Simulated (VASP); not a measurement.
Input of a VASP 6.6.1 run:

The input INCAR:

```
SYSTEM = LuGe3O
PREC     = Accurate       ! precision mode
ENCUT    = 520            ! plane-wave cutoff, eV
EDIFF    = 1E-7           ! SCF threshold, eV
ISMEAR   = 0              ! smearing method
SIGMA    = 0.1            ! smearing width, eV
LREAL    = .FALSE.        ! projectors in reciprocal space
LASPH    = .TRUE.         ! aspherical terms in the spheres
NELM     = 60             ! most SCF steps
ALGO     = Normal         ! electronic algorithm
ISIF     = 2              ! what is computed and relaxed
LWAVE    = .FALSE.        ! write WAVECAR
LCHARG   = .TRUE.         ! write CHGCAR
GGA      = PE             ! functional
LELF     = .TRUE.         ! ELF
LVHAR    = .TRUE.       
NBANDS   = 44             ! bands
```

File KPOINTS:

```
regular mesh
0
G
  4 4 4
  0 0 0
```

The input POSCAR:

```
LuGe3O
1.0
    4.1836072700      0.0000000000      0.0000000000
    0.0000000000      4.1836072700      0.0000000000
    0.0000000000      0.0000000000      4.1836072700
Lu Ge O
1 3 1
Direct
    0.0000000000      0.0000000000      0.0000000000
    0.5000000000      0.0000000000      0.0000000000
    0.0000000000      0.5000000000      0.0000000000
    0.0000000000      0.0000000000      0.5000000000
    0.5000000000      0.5000000000      0.5000000000
```

Potentials or basis: VASP PAW PBE potentials, release 64 (Lu, Ge_d, O).

The run is started by

```sh
$ cat potpaw_PBE.64/Lu/POTCAR potpaw_PBE.64/Ge_d/POTCAR potpaw_PBE.64/O/POTCAR > POTCAR
$ mpirun -np 1 vasp_std > vasp.out
```

Task: What does it give for the pressure?

Result: 82.0 GPa.

Caveat: the k points lie up to 0.38 Å⁻¹ apart; an odd number of electrons without spin polarisation forces a metal; a magnetic or distorted state may lie lower.
